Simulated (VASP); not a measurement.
# KI (Fm-3m) in VASP: further runs

The runs below take KI through single point, with PBE.

All numbers are computed with VASP 6.6.1; they aren't measurements. Logs are shortened: lines on timing, memory, paths and dates and some standing lists are left out, and cuts for length are marked.

## 1. The cell of the first run

It takes space group Fm-3m (No. 225, cubic). Conventional cell: a = 7.089 Å, b = 7.089 Å, c = 7.089 Å, α = 90.00°, β = 90.00°, γ = 90.00°. K (site symmetry m-3m) has 6 I at 3.54 Å within 4.7 Å. I (site symmetry m-3m) has 6 K at 3.54 Å within 4.7 Å.

## 2. Single point, PBE

Input file INCAR:

```
  PREC = Accurate
  ENCUT = 520
  EDIFF = 1E-6
  ISMEAR = 0
  SIGMA = 0.01
  LREAL = F
  LASPH = T
  NELM = 100
  ALGO = Normal
  ISIF = 2
  LWAVE = F
  LCHARG = F
  GGA = PE
  NBANDS = 15
```

Input file KPOINTS:

```
regular mesh
0
Gamma
  4 4 4
```

Input file POSCAR:

```
KI
1.0
    0.0000000000      3.5442850250      3.5442850250
    3.5442850250      0.0000000000      3.5442850250
    3.5442850250      3.5442850250      0.0000000000
K I
1 1
Direct
    0.0000000000      0.0000000000      0.0000000000
    0.5000000000      0.5000000000      0.5000000000
```

Potentials or basis: VASP PAW PBE potentials, release 64 (K_sv, I).

Started as:

```sh
> cat potpaw_PBE.64/K_sv/POTCAR potpaw_PBE.64/I/POTCAR > POTCAR
> mpirun -np 1 vasp_std > vasp.out
```

OUTCAR:

```text
PREC = Accurate
   ENCUT = 520
   EDIFF = 1E-6
   ISMEAR = 0
   LREAL = F
   LASPH = T
   NELM = 100
   ISIF = 2
   GGA = PE

 ion  position               nearest neighbor table
   1  0.000  0.000  0.000-   2 3.54   2 3.54   2 3.54   2 3.54   2 3.54   2 3.54
   2  0.500  0.500  0.500-   1 3.54   1 3.54   1 3.54   1 3.54   1 3.54   1 3.54

  LATTYP: Found a face centered cubic cell.
 ALAT       =     7.0885700500

  Lattice vectors:

 A1 = (   0.0000000000,   3.5442850250,   3.5442850250)
 A2 = (   3.5442850250,   0.0000000000,   3.5442850250)
 A3 = (   3.5442850250,   3.5442850250,   0.0000000000)

Analysis of symmetry for initial positions (statically):
=====================================================================
 Subroutine PRICEL returns:
 Original cell was already a primitive cell.

 Routine SETGRP: Setting up the symmetry group for a
 face centered cubic supercell.

 Subroutine GETGRP returns: Found 48 space group operations
 (whereof 48 operations were pure point group operations)
 out of a pool of 48 trial point group operations.

The static configuration has the point symmetry O_h .

Analysis of symmetry for dynamics (positions and initial velocities):
=====================================================================
 Subroutine PRICEL returns:
 Original cell was already a primitive cell.

 Routine SETGRP: Setting up the symmetry group for a
 face centered cubic supercell.

 Subroutine GETGRP returns: Found 48 space group operations
 (whereof 48 operations were pure point group operations)
 out of a pool of 48 trial point group operations.

The dynamic configuration has the point symmetry O_h .

 Subroutine INISYM returns: Found 48 space group operations
 (whereof 48 operations are pure point group operations),
 and found     1 'primitive' translations

----------------------------------------------------------------------------------------

                                     Primitive cell

  volume of cell :      89.0463

  direct lattice vectors                    reciprocal lattice vectors
     0.000000000  3.544285025  3.544285025    -0.141072176  0.141072176  0.141072176
     3.544285025  0.000000000  3.544285025     0.141072176 -0.141072176  0.141072176
     3.544285025  3.544285025  0.000000000     0.141072176  0.141072176 -0.141072176

  length of vectors
     5.012375951  5.012375951  5.012375951     0.244344176  0.244344176  0.244344176

  position of ions in fractional coordinates (direct lattice)
     0.000000000  0.000000000  0.000000000
     0.500000000  0.500000000  0.500000000

[... 70 lines left out ...]
   NELECT =      16.0000    total number of electrons
   NUPDOWN=      -1.0000    fix difference up-down
   EMIN   =  10.00;   EMAX   =-10.00  energy-range for DOS
   EFERMI =   0.00;   METHOD = LEGACY
   ISMEAR =     0;   SIGMA  =   0.01  broadening in eV -4-tet -1-fermi 0-gaus
   EFERMI_NEDOS =   21; number of points for ismear=-14 and -15
   IALGO  =     38    algorithm
   IMIX   =      4    mixing-type and parameters
     AMIX     =   0.40;   BMIX     =  1.00
     AMIX_MAG =   1.60;   BMIX_MAG =  1.00
  volume/ion in A,a.u.               =      44.52       300.46
  Fermi-wavevector in a.u.,A,eV,Ry     =   0.923796  1.745722 11.611205  0.853399
  Thomas-Fermi vector in A             =   2.049472
   LORBIT       =      0    0 simple, 1 ext, 2 COOP (PROOUT), +10 PAW based schemes
   GGA     = PE    functional components
   LHFCALC =     F    Hartree Fock is set to
   AEXX    =    0.0000 exact exchange contribution
   IVDW    =     0    specifies the selected vdW correction
   LEPSILON=     F    determine dielectric tensor
   LRPA    =     F    only Hartree local field effects (RPA)
 non-spin polarized calculation
 Gauss-broadening in eV      SIGMA  =   0.01
  energy-cutoff  :      520.00
  volume of cell :       89.05
 maximum number of plane-waves:      2421
 NGX is ok and might be reduce to    40
   NGX = 19   NGY = 19   NGZ = 19

 number of electron      15.9999999 magnetization

 Free energy of the ion-electron system (eV)
  ---------------------------------------------------
  ext. energy  EPLUGINS =         0.00000000
  ---------------------------------------------------
  free energy    TOTEN  =        -5.55859414 eV

  energy without entropy =       -5.55859414  energy(sigma->0) =       -5.55859414

 E-fermi :  -0.3199     XC(G=0):  -7.1394

 val. band max:       -0.4650348534   @ k =   0.0000   0.0000   0.0000
 cond. band min:       3.4745463634   @ k =   0.0000   0.0000   0.0000
 fundamental gap:      3.9395812168
 Fermi energy:        -0.3198606101

 k-point     1 :       0.0000    0.0000    0.0000
  band No.  band energies     occupation
      1     -28.9858      2.00000
      2     -12.4721      2.00000
      3     -12.4721      2.00000
      4     -12.4721      2.00000
      5     -10.9524      2.00000
      6      -0.4650      2.00000
      7      -0.4650      2.00000
      8      -0.4650      2.00000
      9       3.4745      0.00000
     10       6.0349      0.00000
     11       6.0349      0.00000
     12       6.0349      0.00000
     13       6.7454      0.00000
     14       6.7454      0.00000
[... 113 lines left out ...]
      2     -12.5194      2.00000
      3     -12.5024      2.00000
      4     -12.5024      2.00000
      5     -10.7580      2.00000
      6      -1.1807      2.00000
      7      -1.1807      2.00000
      8      -1.0527      2.00000
      9       5.9940      0.00000
     10       5.9940      0.00000
     11       6.1434      0.00000
     12       7.6880      0.00000
     13       8.3327      0.00000
     14       9.1566      0.00000
     15       9.5119      0.00000

------------------------ aborting loop because EDIFF is reached ----------------------------------------

  FORCE on cell =-STRESS in cart. coord.  units (eV):
  Direction    XX          YY          ZZ          XY          YZ          ZX
  --------------------------------------------------------------------------------------
  -------------------------------------------------------------------------------------
  Total        0.2769616      0.2769616      0.2769616      0.0000000      0.0000000     -0.0000000
  in kB        4.9832678      4.9832678      4.9832678      0.0000000      0.0000000     -0.0000000
  external PRESSURE =       4.9832678 kB  Pullay stress =       0.0000000 kB

 VOLUME and BASIS-vectors are now :
 -----------------------------------------------------------------------------
  energy-cutoff  :      520.00
  volume of cell :       89.05
      direct lattice vectors                 reciprocal lattice vectors
     0.000000000  3.544285025  3.544285025    -0.141072176  0.141072176  0.141072176
     3.544285025  0.000000000  3.544285025     0.141072176 -0.141072176  0.141072176
     3.544285025  3.544285025  0.000000000     0.141072176  0.141072176 -0.141072176

 POSITION                                       TOTAL-FORCE (eV/Angst)
 -----------------------------------------------------------------------------------
      0.00000      0.00000      0.00000        -0.000000      0.000000     -0.000000
      3.54429      3.54429      3.54429         0.000000      0.000000      0.000000
 -----------------------------------------------------------------------------------
    total drift:                                0.000000     -0.000000     -0.000000

  FREE ENERGIE OF THE ION-ELECTRON SYSTEM (eV)
  ---------------------------------------------------
  free  energy   TOTEN  =        -5.5585941415 eV

  energy  without entropy=       -5.5585941415  energy(sigma->0) =       -5.55859414
```

OSZICAR:

```text
N       E                     dE             d eps       ncg     rms          rms(c)
DAV:   1     0.920435015964E+02    0.92044E+02   -0.64320E+03   240   0.910E+02
DAV:   2    -0.126537199878E+00   -0.92170E+02   -0.85467E+02   296   0.214E+02
DAV:   3    -0.537496657006E+01   -0.52484E+01   -0.52209E+01   317   0.448E+01
DAV:   4    -0.563893459748E+01   -0.26397E+00   -0.26389E+00   436   0.919E+00
DAV:   5    -0.564118909899E+01   -0.22545E-02   -0.22545E-02   317   0.829E-01    0.300E+00
DAV:   6    -0.555683878400E+01    0.84350E-01   -0.96534E-02   317   0.178E+00    0.214E+00
DAV:   7    -0.555264192627E+01    0.41969E-02   -0.11306E-01   310   0.168E+00    0.785E-01
DAV:   8    -0.555795354351E+01   -0.53116E-02   -0.11667E-02   268   0.703E-01    0.133E-01
DAV:   9    -0.555841122357E+01   -0.45768E-03   -0.81690E-04   331   0.167E-01    0.789E-02
DAV:  10    -0.555854565343E+01   -0.13443E-03   -0.12736E-04   285   0.597E-02    0.212E-02
DAV:  11    -0.555859432612E+01   -0.48673E-04   -0.63273E-05   268   0.454E-02    0.188E-02
DAV:  12    -0.555859414146E+01    0.18466E-06   -0.26168E-06   309   0.123E-02
   1 F= -.55585941E+01 E0= -.55585941E+01  d E =-.780333E-95
```

Run time: 21 s. Hardware: 1 thread of AMD EPYC 7R43 (Zen 3), shared host; peak memory 0.19 GiB.

Results:

* Free energy: -5.5586 eV
* Pressure: 0.5 GPa
* Band gap on the k mesh: 3.94 eV, direct

Levels at points of the mesh, in eV from the valence-band top:
```tsv
k point	band 6	band 7	band 8	band 9	band 10	band 11
(0.00, 0.00, 0.00)	0.00	0.00	0.00	3.94	6.50	6.50
(0.50, 0.00, 0.00)	-1.30	-0.33	-0.33	5.51	7.68	8.12
(0.50, 0.50, 0.00)	-0.98	-0.36	-0.36	4.95	5.74	8.08
```

Caveat: spin-orbit coupling is left out, which moves the levels of the heavy elements.

(Part 1 of 2 ends here.)
